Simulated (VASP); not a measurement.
CdTe:

```
Cd Te
1.0
     0.00000    3.20500    3.20500
     3.20500    0.00000    3.20500
     3.20500    3.20500    0.00000
Cd Te
1 1
Direct
  0.00000 0.00000 0.00000
  0.25000 0.25000 0.25000
```

Base run:

| Quantity | Value |
| --- | --- |
| Program | VASP 6.6.1 |
| Functional | PBE |
| Potentials or basis | VASP PAW PBE potentials, release 64 (Cd, Te) |
| Cutoff | 520 eV |
| k mesh | 6 × 6 × 6 |
| Occupations | gaussian, width 0.05 eV |
| Spin | no spin polarisation |

Its results: band gap on the k mesh 0.87 eV, direct; pressure 4.4 GPa.

Question: The run is repeated on the same cell with these changes: dispersion from none to D4. What comes out?

Answer: Band gap on the k mesh 0.87 eV, direct; pressure 2.4 GPa.

Dispersion adds attraction, which lowers the pressure at fixed volume and, as a term added to the energy, leaves the levels alone.

Caveats: spin-orbit coupling is left out, which moves the levels of the heavy elements.

